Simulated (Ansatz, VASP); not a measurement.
## One calculation of NaCl, two programs

```xyz
2
Lattice="0.0000 2.9040 2.9040 2.9040 0.0000 2.9040 2.9040 2.9040 0.0000" Properties=species:S:1:pos:R:3 pbc="T T T"
Na    2.9040    2.9040    2.9040
Cl    0.0000    0.0000    0.0000
```

Alike in both runs: task single point; functional PBE; k mesh 8 × 8 × 8; occupations gaussian, width 0.02 eV; no spin polarisation.

|  | VASP | Ansatz |
| --- | --- | --- |
| version | VASP 6.6.1 | Ansatz 0.2.0 |
| potentials or method | VASP PAW PBE potentials, release 64 (Na_pv, Cl), cutoff 520 eV | scalar-relativistic, plane waves, PAW |
| valence electrons in the cell | 14 | 16 |

```csv
,VASP,Ansatz,Ansatz less VASP
gap on the k mesh at the Fermi level (eV),4.79,4.79,0.000
least direct gap on the mesh (eV),4.79,4.79,0.000
pressure (GPa),-1.2,-1.2,+0.03
```

The functional is the same, so the differences come from potentials, cutoffs and numerics. VASP's potentials hold 14 valence electrons a cell and Ansatz's 16, so a difference there can come from the potentials and not from the codes.
